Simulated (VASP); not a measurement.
Input of a VASP 6.6.1 run:

File POSCAR:

```
GaP
1.0
    0.0000000000      2.7253992874      2.7253992874
    2.7253992874      0.0000000000      2.7253992874
    2.7253992874      2.7253992874      0.0000000000
Ga P
1 1
Direct
    0.0000000000      0.0000000000      0.0000000000
    0.2500000000      0.2500000000      0.2500000000
```

The input INCAR.step1:

```
PREC = Accurate ; ENCUT = 520
ISMEAR = 0 ; SIGMA = 0.01
LREAL = False ; LASPH = True
NELM = 80 ; NBANDS = 16
GGA = PE ; ALGO = Normal
EDIFF = 1E-4 ; LWAVE = True
LCHARG = False
```

Contents of INCAR.step2:

```
PREC = Accurate ; ENCUT = 520
EDIFF = 1E-7 ; ISMEAR = 0
SIGMA = 0.01 ; LREAL = False
LASPH = True ; NELM = 80
ALGO = Normal ; ISIF = 2
LWAVE = False ; LCHARG = True
METAGGA = R2SCAN ; LMIXTAU = True
LELF = True ; LVHAR = True
NBANDS = 16 ; ISTART = 1
```

KPOINTS

```
Automatic mesh
0
Gamma
  8 8 8
```

Potentials or basis: VASP PAW PBE potentials, release 64 (Ga_d, P).

Launch:

```sh
$ cat potpaw_PBE.64/Ga_d/POTCAR potpaw_PBE.64/P/POTCAR > POTCAR
$ cp INCAR.step1 INCAR
$ mpirun -np 1 vasp_std > vasp.out
$ cp INCAR.step2 INCAR
$ mpirun -np 1 vasp_std > vasp.out
```

Estimate the band gap on the k mesh.

1.90 eV, indirect (least direct gap 2.34 eV).

Predict the pressure.

0.0 GPa.

Caveat: the PAW data sets were made with another functional, which shifts forces and pressure a little. r2SCAN opens gaps a little over a GGA but as a rule still falls short of measured ones.
